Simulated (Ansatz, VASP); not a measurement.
One calculation of K2Be2Pt, two programs

The input INCAR:

```
SYSTEM = K2Be2Pt
  PREC = Accurate
  ENCUT = 600
  EDIFF = 1E-6
  ISMEAR = 0
  SIGMA = 0.1
  LREAL = .False.
  LASPH = .True.
  NELM = 60
  ALGO = Fast
  ISIF = 3
  LWAVE = .False.
  LCHARG = .False.
  GGA = PE
  IBRION = 2
  NSW = 90
  EDIFFG = -0.04
```

KPOINTS

```
regular mesh
0
Gamma
  4 4 4
  0 0 0
```

File POSCAR:

```
K2Be2Pt
1.0
    4.5183520000      0.0000000000      0.0000000000
    0.0000000000      4.5183520000      0.0000000000
    0.0000000000      0.0000000000      5.2015120800
K Be Pt
2 2 1
Direct
    0.5000000000      0.0000000000      0.0933419300
    0.0000000000      0.5000000000      0.0933419300
    0.0000000000      0.0000000000      0.3075434000
    0.5000000000      0.5000000000      0.5158167700
    0.0000000000      0.0000000000      0.7975837500
```

Input for Ansatz:

```yaml
crystal:
  lattice:
    - [4.518352, 0.0, 0.0]
    - [0.0, 4.518352, 0.0]
    - [0.0, 0.0, 5.20151208]
  atoms:
    - { symbol: K, position: [0.5, 0.0, 0.09334193] }
    - { symbol: K, position: [0.0, 0.5, 0.09334193] }
    - { symbol: Be, position: [0.0, 0.0, 0.3075434] }
    - { symbol: Be, position: [0.5, 0.5, 0.51581677] }
    - { symbol: Pt, position: [0.0, 0.0, 0.79758375] }
basis:
  ecutwfc: 420
kpoints:
  mp_grid: { grid: [4, 4, 4] }
hamiltonian:
  xc: pbe
scf:
  occupations: { method: gaussian, width: 0.1 }
  lower_state_search: "off"
output:
  forces: true
  stress: true
  eigenvalues: true
relax:
  adjacent_minimum: "off"
  f_tol: 0.04
  max_steps: 70
  cell: { stress_tol: 0.4 }
```

Alike in both runs: task relaxation of cell and atoms; functional PBE; k mesh 4 × 4 × 4; occupations gaussian, width 0.1 eV; no spin polarisation.

```csv
,VASP,Ansatz
version,VASP 6.6.1,Ansatz 0.2.0
potentials or method,"VASP PAW PBE potentials, release 64 (K_sv, Be, Pt), cutoff 600 eV","scalar-relativistic, plane waves, PAW"
valence electrons in the cell,32,40
```

|  | VASP | Ansatz | Ansatz less VASP |
| --- | --- | --- | --- |
| gap on the k mesh at the Fermi level, each at its own relaxed structure (eV) | none | none | - |
| relaxed volume (Å³/atom) | 31.82 | 32.65 | +0.834 |
| relaxed cell length with the largest relative difference (Å) | 6.072 | 6.139 | +0.0678 |

A gap of «none» marks a metal or a gap that the smearing closes. VASP's potentials hold 32 valence electrons a cell and Ansatz's 40, so a difference there can come from the potentials and not from the codes.

Neither program's run includes spin-orbit coupling. Noted on VASP's run: the volume moved by over 15 % at a fixed basis, so the end points are rough.
